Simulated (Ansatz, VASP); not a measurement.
# Two plane-wave programs on HgTe

```
CELL_PARAMETERS angstrom
0.00000 3.41974 3.28916
3.41974 0.00000 3.28916
3.41974 3.41974 0.00000
ATOMIC_POSITIONS crystal
Hg 0.00000 0.00000 0.00000
Te 0.25000 0.25000 0.25000
```

Change from the starting cell: biaxial_xy strain +4.0%.

Alike in both runs: task single point; functional r2SCAN; k mesh 6 × 6 × 6; occupations fermi-dirac, width 0.02 eV; no spin polarisation.

|  | VASP | Ansatz |
| --- | --- | --- |
| version | VASP 6.6.1 | Ansatz 0.2.0 |
| potentials or method | VASP PAW PBE potentials, release 64 (Hg, Te) | plane waves, PAW |
| plane-wave cutoff (eV) | 520 | 500 |
| valence electrons in the cell | 18 | 36 |

```tsv
	VASP	Ansatz	Ansatz less VASP
pressure (GPa)	-2.6	-2.6	-0.04
traceless stress, the component that is largest in VASP (GPa)	0.39	0.38	-0.001
```

VASP's potentials were made for PBE, not for r2SCAN. VASP's potentials hold 18 valence electrons a cell and Ansatz's 36, so a difference there can come from the potentials and not from the codes.

Spin-orbit coupling is off throughout.
